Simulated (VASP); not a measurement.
# Bi (P6_3/mmc) in VASP: notebook

The runs below take Bi through single point, with PBEsol.

All numbers are computed with VASP 6.6.1; they aren't measurements. Logs are shortened: lines on timing, memory, paths and dates and some standing lists are left out, and cuts for length are marked.

### Step 1. The cell of the first run

Symmetry: P6_3/mmc, No. 194, hexagonal system. Conventional cell: a = 4.325 Å, b = 4.325 Å, c = 4.228 Å, α = 90.00°, β = 90.00°, γ = 120.00°. Bi (site symmetry -6m2) has 14 Bi at 3.27 to 4.33 Å within 4.4 Å.

This isn't the form of Bi at room conditions, which is rhombohedral.

### Step 2. Single point, PBEsol (34.25 Å³/atom)

Contents of INCAR:

```
PREC = Accurate
ENCUT = 520
EDIFF = 1E-7
ISMEAR = 0
SIGMA = 0.1
LREAL = F
LASPH = T
NELM = 100
ALGO = Fast
ISIF = 2
LWAVE = F
LCHARG = F
GGA = PS
NBANDS = 22
```

Contents of KPOINTS:

```
Automatic mesh
0
Gamma
  12 12 10
```

Contents of POSCAR:

```
Bi
1.0
    4.3253272462      0.0000000000      0.0000000000
   -2.1626636231      3.7458432749      0.0000000000
    0.0000000000      0.0000000000      4.2283969563
Bi
2
Direct
    0.3333333333      0.6666666667      0.2500000000
    0.6666666667      0.3333333333      0.7500000000
```

Potentials or basis: VASP PAW PBE potentials, release 64 (Bi_d).

On the command line:

```
> cat potpaw_PBE.64/Bi_d/POTCAR > POTCAR
> mpirun -np 1 vasp_std > vasp.out
```

OUTCAR:

```text
PREC = Accurate
   ENCUT = 520
   EDIFF = 1E-7
   ISMEAR = 0
   LREAL = F
   LASPH = T
   NELM = 100
   ISIF = 2
   GGA = PS

 ion  position               nearest neighbor table
   1  0.333  0.667  0.250-   2 3.27   2 3.27   2 3.27   2 3.27   2 3.27   2 3.27
   2  0.667  0.333  0.750-   1 3.27   1 3.27   1 3.27   1 3.27   1 3.27   1 3.27

  LATTYP: Found a hexagonal cell.
 ALAT       =     4.3253272462
 C/A-ratio  =     0.9775900679

  Lattice vectors:

 A1 = (   4.3253272462,   0.0000000000,   0.0000000000)
 A2 = (  -2.1626636231,   3.7458432749,   0.0000000000)
 A3 = (   0.0000000000,   0.0000000000,   4.2283969563)

Analysis of symmetry for initial positions (statically):
=====================================================================
 Subroutine PRICEL returns:
 Original cell was already a primitive cell.

 Routine SETGRP: Setting up the symmetry group for a
 hexagonal supercell.

 Subroutine GETGRP returns: Found 24 space group operations
 (whereof 12 operations were pure point group operations)
 out of a pool of 24 trial point group operations.

The static configuration has the point symmetry D_3d.
 The point group associated with its full space group is D_6h.

Analysis of symmetry for dynamics (positions and initial velocities):
=====================================================================
 Subroutine PRICEL returns:
 Original cell was already a primitive cell.

 Routine SETGRP: Setting up the symmetry group for a
 hexagonal supercell.

 Subroutine GETGRP returns: Found 24 space group operations
 (whereof 12 operations were pure point group operations)
 out of a pool of 24 trial point group operations.

The dynamic configuration has the point symmetry D_3d.
 The point group associated with its full space group is D_6h.

 Subroutine INISYM returns: Found 24 space group operations
 (whereof 12 operations are pure point group operations),
 and found     1 'primitive' translations

----------------------------------------------------------------------------------------

                                     Primitive cell

  volume of cell :      68.5085

  direct lattice vectors                    reciprocal lattice vectors
     4.325327246  0.000000000  0.000000000     0.231196380  0.133481292  0.000000000
    -2.162663623  3.745843275  0.000000000     0.000000000  0.266962584  0.000000000
     0.000000000  0.000000000  4.228396956     0.000000000  0.000000000  0.236496244

  length of vectors
     4.325327246  4.325327246  4.228396956     0.266962584  0.266962584  0.236496244

  position of ions in fractional coordinates (direct lattice)
     0.333333333  0.666666667  0.250000000
     0.666666667  0.333333333  0.750000000

  ion indices of the primitive-cell ions
   primitive index   ion index
                 1           1
                 2           2

----------------------------------------------------------------------------------------

 KPOINTS: Automatic mesh

Automatic generation of k-mesh.
 Grid dimensions read from file:
 generate k-points for:   12   12   10

 Generating k-lattice:

  Cartesian coordinates                     Fractional coordinates (reciprocal lattice)
     0.019266365  0.011123441  0.000000000     0.083333333 -0.000000000  0.000000000
     0.000000000  0.022246882  0.000000000     0.000000000  0.083333333  0.000000000
     0.000000000  0.000000000  0.023649624     0.000000000  0.000000000  0.100000000

  Length of vectors
     0.022246882  0.022246882  0.023649624

  Shift w.r.t. Gamma in fractional coordinates (k-lattice)
     0.000000000  0.000000000  0.000000000

 Subroutine IBZKPT returns following result:
 ===========================================

 Found    114 irreducible k-points:

 Following reciprocal coordinates:
            Coordinates               Weight
  0.000000  0.000000  0.000000      1.000000
  0.083333  0.000000  0.000000      6.000000
  0.166667  0.000000  0.000000      6.000000
  0.250000 -0.000000  0.000000      6.000000
  0.333333  0.000000  0.000000      6.000000
  0.416667 -0.000000  0.000000      6.000000
[... 16 lines left out ...]
  0.250000 -0.000000  0.100000     12.000000
  0.333333  0.000000  0.100000     12.000000
 [... further k-points ...]
   k-points           NKPTS =    114   k-points in BZ     NKDIM =    114   number of bands    NBANDS=     22
   number of dos      NEDOS =    301   number of ions     NIONS =      2
   total plane-waves  NPLWV =  32768
   dimension x,y,z NGX =    32 NGY =   32 NGZ =   32
   dimension x,y,z NGXF=    64 NGYF=   64 NGZF=   64
   ions per type =               2
   NGX,Y,Z   is equivalent  to a cutoff of  12.30, 12.30, 12.58 a.u.
   NGXF,Y,Z  is equivalent  to a cutoff of  24.60, 24.60, 25.16 a.u.
 SYSTEM =  unknown system
   PREC   = accura    normal or accurate (medium, high low for compatibility)
   ISTART =      0    job   : 0-new  1-cont  2-samecut
   ICHARG =      2    charge: 1-file 2-atom 10-const
   ISPIN  =      1    spin polarized calculation?
   LNONCOLLINEAR =      F non collinear calculations
   LSORBIT =      F    spin-orbit coupling
   LASPH  =      T    aspherical Exc in radial PAW
   ENCUT  =  520.0 eV  38.22 Ry    6.18 a.u.   8.04  8.04  7.86*2*pi/ulx,y,z
   NELM   =    100;   NELMIN=  2; NELMDL= -5     # of ELM steps
   EDIFF  = 0.1E-06   stopping-criterion for ELM
   LREAL  =      F    real-space projection
   EDIFFG = 0.1E-05   stopping-criterion for IOM
   NSW    =      0    number of steps for IOM
   IBRION =     -1    ionic relax: 0-MD 1-quasi-New 2-CG
   NFREE  =      0    steps in history (QN), initial steepest desc. (CG)
   ISIF   =      2    stress and relaxation
   ISYM   =      2    0-nonsym 1-usesym 2-fastsym
   POTIM  = 0.5000    time-step for ionic-motion
   TEBEG  =    0.0;   TEEND  =   0.0 temperature during run
   PSTRESS=    0.0 pullay stress
   NELECT =      30.0000    total number of electrons
   NUPDOWN=      -1.0000    fix difference up-down
   EMIN   =  10.00;   EMAX   =-10.00  energy-range for DOS
   EFERMI =   0.00;   METHOD = LEGACY
   ISMEAR =     0;   SIGMA  =   0.10  broadening in eV -4-tet -1-fermi 0-gaus
   EFERMI_NEDOS =   21; number of points for ismear=-14 and -15
   IALGO  =     68    algorithm
   IMIX   =      4    mixing-type and parameters
     AMIX     =   0.40;   BMIX     =  1.00
     AMIX_MAG =   1.60;   BMIX_MAG =  1.00
  volume/ion in A,a.u.               =      34.25       231.16
  Fermi-wavevector in a.u.,A,eV,Ry     =   1.243179  2.349268 21.027737  1.545495
  Thomas-Fermi vector in A             =   2.377501
   LORBIT       =      0    0 simple, 1 ext, 2 COOP (PROOUT), +10 PAW based schemes
   GGA     = PS    functional components
   LHFCALC =     F    Hartree Fock is set to
   AEXX    =    0.0000 exact exchange contribution
   IVDW    =     0    specifies the selected vdW correction
   LEPSILON=     F    determine dielectric tensor
   LRPA    =     F    only Hartree local field effects (RPA)
 non-spin polarized calculation
 RMM-DIIS sequential band-by-band and
 Gauss-broadening in eV      SIGMA  =   0.10
  energy-cutoff  :      520.00
  volume of cell :       68.51
 maximum number of plane-waves:      1869
   NGX = 17   NGY = 17   NGZ = 15

 number of electron      30.0000010 magnetization

 Free energy of the ion-electron system (eV)
  ---------------------------------------------------
  ext. energy  EPLUGINS =         0.00000000
  ---------------------------------------------------
  free energy    TOTEN  =        -8.41003959 eV

  energy without entropy =       -8.40455668  energy(sigma->0) =       -8.40729813

 E-fermi :   6.5237     XC(G=0):  -9.8621

 val. band max:        6.5220285044   @ k =   0.2500   0.2500   0.1000
 cond. band min:       6.5287235879   @ k =   0.4167  -0.0000   0.5000
 fundamental gap:      0.0066950834
 Fermi energy:         6.5236617312

 k-point     1 :       0.0000    0.0000    0.0000
  band No.  band energies     occupation
      1     -16.3071      2.00000
      2     -16.3071      2.00000
      3     -16.2844      2.00000
      4     -16.1888      2.00000
      5     -16.1887      2.00000
      6     -16.1800      2.00000
[... 14 lines left out ...]
     21      15.4324      0.00000
     22      15.4324      0.00000

 k-point     2 :       0.0833    0.0000    0.0000
  band No.  band energies     occupation
      1     -16.3096      2.00000
      2     -16.3048      2.00000
      3     -16.2839      2.00000
      4     -16.1970      2.00000
      5     -16.1967      2.00000
      6     -16.1731      2.00000
[... 14 lines left out ...]
     21      14.7906      0.00000
     22      15.3006      0.00000

 k-point     3 :       0.1667    0.0000    0.0000
  band No.  band energies     occupation
      1     -16.3159      2.00000
      2     -16.2982      2.00000
      3     -16.2830      2.00000
      4     -16.2059      2.00000
      5     -16.2059      2.00000
      6     -16.1657      2.00000
[... 14 lines left out ...]
     21      14.2504      0.00000
     22      15.0851      0.00000

 k-point     4 :       0.2500   -0.0000    0.0000
  band No.  band energies     occupation
      1     -16.3242      2.00000
      2     -16.2883      2.00000
      3     -16.2838      2.00000
      4     -16.2122      2.00000
      5     -16.2103      2.00000
      6     -16.1611      2.00000
[... 14 lines left out ...]
     21      15.0663      0.00000
     22      15.4397      0.00000

 k-point     5 :       0.3333    0.0000    0.0000
  band No.  band energies     occupation
      1     -16.3320      2.00000
      2     -16.2869      2.00000
      3     -16.2768      2.00000
      4     -16.2161      2.00000
      5     -16.2092      2.00000
      6     -16.1594      2.00000
[... 14 lines left out ...]
     21      15.2585      0.00000
     22      15.4395      0.00000

 k-point     6 :       0.4167   -0.0000    0.0000
  band No.  band energies     occupation
      1     -16.3375      2.00000
      2     -16.2903      2.00000
      3     -16.2672      2.00000
      4     -16.2182      2.00000
      5     -16.2055      2.00000
      6     -16.1596      2.00000
[... 14 lines left out ...]
     21      15.1246      0.00000
     22      16.2718      0.00000

 k-point     7 :       0.5000   -0.0000    0.0000
  band No.  band energies     occupation
      1     -16.3395      2.00000
      2     -16.2917      2.00000
      3     -16.2632      2.00000
      4     -16.2189      2.00000
      5     -16.2036      2.00000
      6     -16.1600      2.00000
[... 324 lines left out ...]
      6     -16.1686      2.00000
[... 14 lines left out ...]
     21      14.8534      0.00000
     22      14.8534      0.00000

 k-point    21 :       0.0833    0.0000    0.1000
  band No.  band energies     occupation
      1     -16.3147      2.00000
      2     -16.3106      2.00000
      3     -16.2778      2.00000
      4     -16.2021      2.00000
      5     -16.1992      2.00000
      6     -16.1705      2.00000
[... 14 lines left out ...]
     21      14.7322      0.00000
     22      14.7648      0.00000

 k-point    22 :       0.1667    0.0000    0.1000
  band No.  band energies     occupation
      1     -16.3191      2.00000
      2     -16.3044      2.00000
      3     -16.2764      2.00000
      4     -16.2070      2.00000
      5     -16.1992      2.00000
      6     -16.1723      2.00000
[... 14 lines left out ...]
     21      14.5721      0.00000
     22      14.6253      0.00000

 k-point    23 :       0.2500   -0.0000    0.1000
  band No.  band energies     occupation
      1     -16.3248      2.00000
      2     -16.2965      2.00000
      3     -16.2730      2.00000
      4     -16.2121      2.00000
      5     -16.2028      2.00000
      6     -16.1683      2.00000
[... 14 lines left out ...]
     21      14.6571      0.00000
     22      14.9876      0.00000

 k-point    24 :       0.3333    0.0000    0.1000
  band No.  band energies     occupation
      1     -16.3302      2.00000
      2     -16.2904      2.00000
      3     -16.2674      2.00000
      4     -16.2162      2.00000
      5     -16.2058      2.00000
      6     -16.1617      2.00000
[... 14 lines left out ...]
     21      14.4746      0.00000
     22      15.1391      0.00000

 [... further k-points ...]

------------------------ aborting loop because EDIFF is reached ----------------------------------------

  FORCE on cell =-STRESS in cart. coord.  units (eV):
  Direction    XX          YY          ZZ          XY          YZ          ZX
  --------------------------------------------------------------------------------------
  -------------------------------------------------------------------------------------
  Total       -0.5889504     -0.5889504     -0.6316846      0.0000000     -0.0000000      0.0000000
  in kB      -13.7735217    -13.7735217    -14.7729262      0.0000000     -0.0000000      0.0000000
  external PRESSURE =     -14.1066565 kB  Pullay stress =       0.0000000 kB

 VOLUME and BASIS-vectors are now :
 -----------------------------------------------------------------------------
  energy-cutoff  :      520.00
  volume of cell :       68.51
      direct lattice vectors                 reciprocal lattice vectors
     4.325327246  0.000000000  0.000000000     0.231196380  0.133481292  0.000000000
    -2.162663623  3.745843275  0.000000000     0.000000000  0.266962584  0.000000000
     0.000000000  0.000000000  4.228396956     0.000000000  0.000000000  0.236496244

 POSITION                                       TOTAL-FORCE (eV/Angst)
 -----------------------------------------------------------------------------------
     -0.00000      2.49723      1.05710         0.000000     -0.000000      0.000000
      2.16266      1.24861      3.17130        -0.000000      0.000000      0.000000
 -----------------------------------------------------------------------------------
    total drift:                               -0.000000      0.000000      0.000000

  FREE ENERGIE OF THE ION-ELECTRON SYSTEM (eV)
  ---------------------------------------------------
  free  energy   TOTEN  =        -8.4100395937 eV

  energy  without entropy=       -8.4045566758  energy(sigma->0) =       -8.40729813
```

It took 2.2 min on 1 thread of Intel Xeon 8259CL, shared host; peak memory 0.27 GiB.

Results:

| Property | Result |
| --- | --- |
| Free energy | -8.4100 eV |
| Pressure | -1.4 GPa |
| Band gap on the k mesh | zero (bands 15 and 16 overlap by 2.78 eV) |

Caveat: the PAW data sets were made with another functional, which shifts forces and pressure a little; spin-orbit coupling is left out, which moves the levels of the heavy elements.

[end of part 1 of 2]
